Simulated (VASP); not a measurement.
# W (Fm-3m) in VASP: notebook

W is run at these levels: r2SCAN; tasks: single point.

Program: VASP 6.6.1. These are calculated values, not measurements. Logs are shortened: lines on timing, memory, paths and dates and some standing lists are left out, and cuts for length are marked.

## Step 1: The cell of the first run

The structure is cubic, space group Fm-3m (No. 225). The conventional cell has a = 3.977 Å, b = 3.977 Å, c = 3.977 Å, α = 90.00°, β = 90.00°, γ = 90.00°. W (site symmetry m-3m) has 12 W at 2.81 Å within 3.7 Å.

## Step 2: Single point, r2SCAN

Input file POSCAR:

```
W
1.0
    0.0000000000      1.9885598007      1.9885598007
    1.9885598007      0.0000000000      1.9885598007
    1.9885598007      1.9885598007      0.0000000000
W
1
Direct
    0.0000000000      0.0000000000      0.0000000000
```

Input file INCAR.step1:

```
SYSTEM = W
  ALGO = Normal
  EDIFF = 1E-4
  ENCUT = 520
  GGA = PE
  ISMEAR = -1
  LASPH = .True.
  LCHARG = .False.
  LREAL = .False.
  LWAVE = .True.
  NBANDS = 13
  NELM = 100
  PREC = Accurate
  SIGMA = 0.1
```

Input file INCAR.step2:

```
SYSTEM = W
  ALGO = Normal
  EDIFF = 1E-6
  ENCUT = 520
  ISIF = 2
  ISMEAR = -1
  ISTART = 1
  LASPH = .True.
  LCHARG = .False.
  LMIXTAU = .True.
  LREAL = .False.
  LWAVE = .False.
  METAGGA = R2SCAN
  NBANDS = 13
  NELM = 100
  PREC = Accurate
  SIGMA = 0.1
```

Input file KPOINTS:

```
k-points
0
Gamma
  12 12 12
  0 0 0
```

Potentials or basis: VASP PAW PBE potentials, release 64 (W_sv).

The run is started by

```console
cat potpaw_PBE.64/W_sv/POTCAR > POTCAR
cp INCAR.step1 INCAR
mpirun -np 1 vasp_std > vasp.out
cp INCAR.step2 INCAR
mpirun -np 1 vasp_std > vasp.out
```

OUTCAR:

```text
SYSTEM = W
   EDIFF = 1E-6
   ENCUT = 520
   ISIF = 2
   ISMEAR = -1
   ISTART = 1
   LASPH = .True.
   LREAL = .False.
   METAGGA = R2SCAN
   NELM = 100
   PREC = Accurate

 ion  position               nearest neighbor table
   1  0.000  0.000  0.000-

  LATTYP: Found a face centered cubic cell.
 ALAT       =     3.9771196014

  Lattice vectors:

 A1 = (   0.0000000000,   1.9885598007,   1.9885598007)
 A2 = (   1.9885598007,   0.0000000000,   1.9885598007)
 A3 = (   1.9885598007,   1.9885598007,   0.0000000000)

Analysis of symmetry for initial positions (statically):
=====================================================================
 Subroutine PRICEL returns:
 Original cell was already a primitive cell.

 Routine SETGRP: Setting up the symmetry group for a
 face centered cubic supercell.

 Subroutine GETGRP returns: Found 48 space group operations
 (whereof 48 operations were pure point group operations)
 out of a pool of 48 trial point group operations.

The static configuration has the point symmetry O_h .

Analysis of symmetry for dynamics (positions and initial velocities):
=====================================================================
 Subroutine PRICEL returns:
 Original cell was already a primitive cell.

 Routine SETGRP: Setting up the symmetry group for a
 face centered cubic supercell.

 Subroutine GETGRP returns: Found 48 space group operations
 (whereof 48 operations were pure point group operations)
 out of a pool of 48 trial point group operations.

The dynamic configuration has the point symmetry O_h .

 Subroutine INISYM returns: Found 48 space group operations
 (whereof 48 operations are pure point group operations),
 and found     1 'primitive' translations

----------------------------------------------------------------------------------------

                                     Primitive cell

  volume of cell :      15.7270

  direct lattice vectors                    reciprocal lattice vectors
     0.000000000  1.988559801  1.988559801    -0.251438252  0.251438252  0.251438252
     1.988559801  0.000000000  1.988559801     0.251438252 -0.251438252  0.251438252
     1.988559801  1.988559801  0.000000000     0.251438252  0.251438252 -0.251438252

  length of vectors
     2.812248240  2.812248240  2.812248240     0.435503827  0.435503827  0.435503827

  position of ions in fractional coordinates (direct lattice)
     0.000000000  0.000000000  0.000000000

  ion indices of the primitive-cell ions
   primitive index   ion index
                 1           1

----------------------------------------------------------------------------------------

 KPOINTS: k-points

Automatic generation of k-mesh.
 Grid dimensions read from file:
 generate k-points for:   12   12   12

 Generating k-lattice:

  Cartesian coordinates                     Fractional coordinates (reciprocal lattice)
    -0.020953188  0.020953188  0.020953188     0.083333333  0.000000000  0.000000000
     0.020953188 -0.020953188  0.020953188     0.000000000  0.083333333  0.000000000
     0.020953188  0.020953188 -0.020953188     0.000000000  0.000000000  0.083333333

  Length of vectors
     0.036291986  0.036291986  0.036291986

  Shift w.r.t. Gamma in fractional coordinates (k-lattice)
     0.000000000  0.000000000  0.000000000

 Subroutine IBZKPT returns following result:
 ===========================================

 Found     72 irreducible k-points:

 Following reciprocal coordinates:
            Coordinates               Weight
  0.000000  0.000000  0.000000      1.000000
  0.083333  0.000000  0.000000      8.000000
  0.166667  0.000000  0.000000      8.000000
  0.250000  0.000000  0.000000      8.000000
  0.333333  0.000000  0.000000      8.000000
  0.416667  0.000000  0.000000      8.000000
[... 16 lines left out ...]
  0.500000  0.166667  0.000000     24.000000
 -0.416667  0.166667  0.000000     24.000000
 [... further k-points ...]
   k-points           NKPTS =     72   k-points in BZ     NKDIM =     72   number of bands    NBANDS=     13
   number of dos      NEDOS =    301   number of ions     NIONS =      1
   total plane-waves  NPLWV =  13824
   dimension x,y,z NGX =    24 NGY =   24 NGZ =   24
   dimension x,y,z NGXF=    48 NGYF=   48 NGZF=   48
   ions per type =               1
   NGX,Y,Z   is equivalent  to a cutoff of  14.19, 14.19, 14.19 a.u.
   NGXF,Y,Z  is equivalent  to a cutoff of  28.38, 28.38, 28.38 a.u.
 SYSTEM =  W
   PREC   = accura    normal or accurate (medium, high low for compatibility)
   ISTART =      1    job   : 0-new  1-cont  2-samecut
   ICHARG =      0    charge: 1-file 2-atom 10-const
   ISPIN  =      1    spin polarized calculation?
   LNONCOLLINEAR =      F non collinear calculations
   LSORBIT =      F    spin-orbit coupling
   LASPH  =      T    aspherical Exc in radial PAW
   ENCUT  =  520.0 eV  38.22 Ry    6.18 a.u.   5.23  5.23  5.23*2*pi/ulx,y,z
   NELM   =    100;   NELMIN=  2; NELMDL=  0     # of ELM steps
   EDIFF  = 0.1E-05   stopping-criterion for ELM
   LREAL  =      F    real-space projection
   EDIFFG = 0.1E-04   stopping-criterion for IOM
   NSW    =      0    number of steps for IOM
   IBRION =     -1    ionic relax: 0-MD 1-quasi-New 2-CG
   NFREE  =      0    steps in history (QN), initial steepest desc. (CG)
   ISIF   =      2    stress and relaxation
   ISYM   =      2    0-nonsym 1-usesym 2-fastsym
   POTIM  = 0.5000    time-step for ionic-motion
   TEBEG  =    0.0;   TEEND  =   0.0 temperature during run
   PSTRESS=    0.0 pullay stress
   NELECT =      14.0000    total number of electrons
   NUPDOWN=      -1.0000    fix difference up-down
   EMIN   =  10.00;   EMAX   =-10.00  energy-range for DOS
   EFERMI =   0.00;   METHOD = LEGACY
   ISMEAR =    -1;   SIGMA  =   0.10  broadening in eV -4-tet -1-fermi 0-gaus
   EFERMI_NEDOS =   21; number of points for ismear=-14 and -15
   IALGO  =     38    algorithm
   IMIX   =      4    mixing-type and parameters
     AMIX     =   0.40;   BMIX     =  1.00
     AMIX_MAG =   1.60;   BMIX_MAG =  1.00
  volume/ion in A,a.u.               =      15.73       106.13
  Fermi-wavevector in a.u.,A,eV,Ry     =   1.574837  2.976010 33.743953  2.480111
  Thomas-Fermi vector in A             =   2.675911
   LORBIT       =      0    0 simple, 1 ext, 2 COOP (PROOUT), +10 PAW based schemes
   METAGGA = R2SCAN    functional components
   LHFCALC =     F    Hartree Fock is set to
   AEXX    =    0.0000 exact exchange contribution
   IVDW    =     0    specifies the selected vdW correction
   LEPSILON=     F    determine dielectric tensor
   LRPA    =     F    only Hartree local field effects (RPA)
 non-spin polarized calculation
  energy-cutoff  :      520.00
  volume of cell :       15.73
 maximum number of plane-waves:       444
 NGX is ok and might be reduce to    24
   NGX = 11   NGY = 11   NGZ = 11

 number of electron      13.9999999 magnetization

 Free energy of the ion-electron system (eV)
  ---------------------------------------------------
  ext. energy  EPLUGINS =         0.00000000
  ---------------------------------------------------
  free energy    TOTEN  =       -50.79852946 eV

  energy without entropy =      -50.76135970  energy(sigma->0) =      -50.77994458

 E-fermi :  10.9705     XC(G=0): -15.0005

 val. band max:       10.9322401435   @ k =   0.2500   0.1667   0.0000
 cond. band min:      10.9754407833   @ k =  -0.2500   0.0833   0.0000
 fundamental gap:      0.0432006399
 Fermi energy:        10.9704702870

 k-point     1 :       0.0000    0.0000    0.0000
  band No.  band energies     occupation
      1     -64.5867      2.00000
      2     -27.4614      2.00000
      3     -27.4614      2.00000
      4     -27.4614      2.00000
      5       1.2286      2.00000
      6      10.2915      1.99775
      7      10.2915      1.99775
      8      10.2915      1.99775
      9      13.8812      0.00000
     10      13.8812      0.00000
     11      24.3423      0.00000
     12      30.2397      0.00000
     13      30.2397      0.00000

 k-point     2 :       0.0833    0.0000    0.0000
  band No.  band energies     occupation
      1     -64.5771      2.00000
      2     -27.5631      2.00000
      3     -27.4740      2.00000
      4     -27.4740      2.00000
      5       1.5615      2.00000
      6      10.0294      1.99984
      7      10.4442      1.98969
      8      10.4442      1.98969
      9      13.7400      0.00000
     10      13.7400      0.00000
     11      25.0085      0.00000
     12      28.9113      0.00000
     13      30.8621      0.00000

 k-point     3 :       0.1667    0.0000    0.0000
  band No.  band energies     occupation
      1     -64.5506      2.00000
      2     -27.8351      2.00000
      3     -27.5085      2.00000
      4     -27.5085      2.00000
      5       2.4697      2.00000
      6       9.4781      2.00000
      7      10.7558      1.79067
      8      10.7558      1.79067
      9      13.5587      0.00000
     10      13.5587      0.00000
     11      26.1038      0.00000
     12      27.5480      0.00000
     13      32.5951      0.00000
[... 305 lines left out ...]
 k-point    23 :       0.5000    0.1667    0.0000
  band No.  band energies     occupation
      1     -64.4293      2.00000
      2     -28.7296      2.00000
      3     -27.8633      2.00000
      4     -27.7283      2.00000
      5       5.7880      2.00000
      6       8.6914      2.00000
      7      10.1535      1.99943
      8      11.2293      0.13975
      9      16.6203      0.00000
     10      17.7016      0.00000
     11      21.9595      0.00000
     12      26.5612      0.00000
     13      30.3535      0.00000

 k-point    24 :      -0.4167    0.1667    0.0000
  band No.  band energies     occupation
      1     -64.4268      2.00000
      2     -28.7417      2.00000
      3     -27.9101      2.00000
      4     -27.6990      2.00000
      5       5.8836      2.00000
      6       8.7772      2.00000
      7      10.3812      1.99449
      8      11.0898      0.46529
      9      15.8314      0.00000
     10      18.4267      0.00000
     11      21.8905      0.00000
     12      26.5500      0.00000
     13      29.9714      0.00000

 [... further k-points ...]
[... 5 lines left out ...]
  --------------------------------------------------------------------------------------
  -------------------------------------------------------------------------------------
  Total        1.0322729      1.0322729      1.0322729      0.0000000      0.0000000      0.0000000
  in kB      105.1620725    105.1620725    105.1620725      0.0000000      0.0000000      0.0000000
  external PRESSURE =     105.1620725 kB  Pullay stress =       0.0000000 kB

 VOLUME and BASIS-vectors are now :
 -----------------------------------------------------------------------------
  energy-cutoff  :      520.00
  volume of cell :       15.73
      direct lattice vectors                 reciprocal lattice vectors
     0.000000000  1.988559801  1.988559801    -0.251438252  0.251438252  0.251438252
     1.988559801  0.000000000  1.988559801     0.251438252 -0.251438252  0.251438252
     1.988559801  1.988559801  0.000000000     0.251438252  0.251438252 -0.251438252

 POSITION                                       TOTAL-FORCE (eV/Angst)
 -----------------------------------------------------------------------------------
      0.00000      0.00000      0.00000         0.000000      0.000000      0.000000
 -----------------------------------------------------------------------------------
    total drift:                               -0.000000      0.000000      0.000000

  FREE ENERGIE OF THE ION-ELECTRON SYSTEM (eV)
  ---------------------------------------------------
  free  energy   TOTEN  =       -50.7985294611 eV

  energy  without entropy=      -50.7613597006  energy(sigma->0) =      -50.77994458
```

It took 61 s on 1 thread of Intel Xeon 8259CL, shared host; peak memory 0.15 GiB.

Results:

- Free energy: -50.7985 eV
- Pressure: 10.5 GPa
- Band gap on the k mesh: zero (band 7 reaches 14.21 eV, above the bottom of band 8 at 10.29 eV)

Levels at points of the mesh, in eV from the Fermi level:
```
           k point  band 4  band 5  band 6  band 7  band 8  band 9  band 10  band 11
(0.00, 0.00, 0.00)  -38.43   -9.74   -0.68   -0.68   -0.68    2.91     2.91    13.37
(0.50, 0.00, 0.00)  -38.62   -6.18   -0.86   -0.86    0.56    5.54     5.54    11.46
(0.50, 0.50, 0.00)  -38.94   -6.08   -5.11    3.24    5.59    6.28     6.28    12.66
```

Caveat: the PAW data sets were made with another functional, which shifts forces and pressure a little; spin-orbit coupling is left out, which moves the levels of the heavy elements.

(Part 1 of 2 ends here.)
